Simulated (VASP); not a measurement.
Set up this calculation in VASP 6.6.1, as the native input.

```yaml
Task: single point
Functional: RPBE
Potentials_or_basis: VASP PAW PBE potentials, release 64 (Zn)
Cutoff: 520 eV
k_mesh: 22 × 22 × 10
Occupations: fermi-dirac, width 0.1 eV
Spin: no spin polarisation
Dipole_correction: no
Further_INCAR_settings: ALGO = Normal; EDIFF = 1e-07; NBANDS = 19
```

The structure of Zn lies in POSCAR:

```
Zn
1.0
    2.5790681780      0.0000000000      0.0000000000
   -1.2895340890      2.2335385603      0.0000000000
    0.0000000000      0.0000000000      4.8470284970
Zn
2
Direct
    0.3333333333      0.6666666667      0.2500000000
    0.6666666667      0.3333333333      0.7500000000
```

This cell differs from its parent crystal: volume scaled by 0.88.

The input as run:

INCAR

```
SYSTEM = Zn
PREC = Accurate
ENCUT = 520
EDIFF = 1E-7
ISMEAR = -1
SIGMA = 0.1
LREAL = .FALSE.
LASPH = .TRUE.
NELM = 60
ALGO = Normal
ISIF = 2
LWAVE = .FALSE.
LCHARG = .FALSE.
GGA = RP
NBANDS = 19
```

KPOINTS

```
Automatic mesh
0
G
  22 22 10
  0 0 0
```

Potentials or basis: VASP PAW PBE potentials, release 64 (Zn).

Command:

```sh
$ cat potpaw_PBE.64/Zn/POTCAR > POTCAR
$ mpirun -np 1 vasp_std > vasp.out
```

It gave:

```
Pressure               : 12.0 GPa
Band gap on the k mesh : zero (band 12 reaches 5.68 eV, above the bottom of band 13 at 0.81 eV)
```

Caveat: the PAW data sets were made with another functional, which shifts forces and pressure a little.

It took 110 s on 1 thread of Intel(R) Xeon(R) Platinum 8375C CPU @ 2.90GHz (Ice Lake), on a shared host, peak memory 0.24 GiB.
